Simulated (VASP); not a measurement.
A run of VASP 6.6.1 is set up as follows.

The input INCAR:

```
SYSTEM = ZnAu
PREC = Accurate ; ENCUT = 520
EDIFF = 1E-7 ; ISMEAR = 0
SIGMA = 0.1 ; LREAL = .False.
LASPH = .True. ; NELM = 80
ALGO = Normal ; ISIF = 2
LWAVE = .False. ; LCHARG = .False.
GGA = PE ; NBANDS = 18
```

KPOINTS

```
Automatic mesh
0
Gamma
  14 14 14
  0 0 0
```

Contents of POSCAR:

```
ZnAu
1.0
    3.2182503910      0.0000000000      0.0000000000
    0.0000000000      3.2182503910      0.0000000000
    0.0000000000      0.0000000000      3.2182503910
Zn Au
1 1
Direct
    0.5000000000      0.5000000000      0.5000000000
    0.0000000000      0.0000000000      0.0000000000
```

Potentials or basis: VASP PAW PBE potentials, release 64 (Zn, Au).

The run is started by

```console
$ cat potpaw_PBE.64/Zn/POTCAR potpaw_PBE.64/Au/POTCAR > POTCAR
$ mpirun -np 1 vasp_std > vasp.out
```

What does it give for the pressure?

-3.1 GPa.
